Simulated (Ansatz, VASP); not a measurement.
# One calculation of Co, two programs

INCAR

```
SYSTEM = Co
PREC = Accurate ; ENCUT = 520
EDIFF = 1E-7 ; ISMEAR = -1
SIGMA = 0.03 ; LREAL = .False.
LASPH = .True. ; NELM = 150
ALGO = Normal ; ISIF = 2
LWAVE = .False. ; LCHARG = .False.
ISPIN = 2 ; MAGMOM = 2 2
LORBIT = 11 ; LMAXMIX = 4
NBANDS = 20
```

File KPOINTS:

```
Automatic mesh
0
Gamma
  17 17 9
  0 0 0
```

Contents of POSCAR:

```
Co
1.0
    2.4924305810      0.0000000000      0.0000000000
   -1.2462152905      2.1585082003      0.0000000000
    0.0000000000      0.0000000000      4.0543781828
Co
2
Direct
    0.3333333333      0.6666666667      0.2500000000
    0.6666666667      0.3333333333      0.7500000000
```

Input for Ansatz:

```yaml
crystal:
  lattice:
    - [2.492430581, 0.0, 0.0]
    - [-1.2462152905, 2.1585082003, 0.0]
    - [0.0, 0.0, 4.0543781828]
  atoms:
    - { symbol: Co, position: [0.3333333333, 0.6666666667, 0.25], spin: 2.0 }
    - { symbol: Co, position: [0.6666666667, 0.3333333333, 0.75], spin: 2.0 }
magnetization:
  spin_polarized: true
kpoints:
  mp_grid: { grid: [17, 17, 9] }
scf:
  occupations: { method: fermi_dirac, width: 0.03 }
hamiltonian:
  xc: lda
  pseudopotentials: { kind: all_electron, lapw: { basis_error: 0.001 } }
output:
  forces: true
  stress: true
  eigenvalues: true
```

Change from the starting cell: volume scaled by 1.025.

Alike in both runs: task single point; functional LDA; k mesh 17 × 17 × 9; occupations fermi-dirac, width 0.03 eV; collinear spin.

|  | VASP | Ansatz |
| --- | --- | --- |
| version | VASP 6.6.1 | Ansatz 0.2.0 |
| potentials or method | VASP PAW LDA potentials, release 64 (Co), cutoff 520 eV | all-electron LAPW, scalar-relativistic |

```csv
,VASP,Ansatz,Ansatz less VASP
pressure (GPa),-19.6,-19.0,+0.62
"traceless stress, the component that is largest in VASP (GPa)",-1.66,-1.73,-0.076
net moment per atom (μB),1.56,1.59,+0.026
size of the moment on the site where the two differ most (μB),1.57,1.63,+0.061
```

LDA's correlation is that of Perdew and Zunger in VASP and of Perdew and Wang (1992) in Ansatz. Site moments also hang on the region over which each program counts them. Ansatz ran all-electron here, and VASP with PAW potentials.
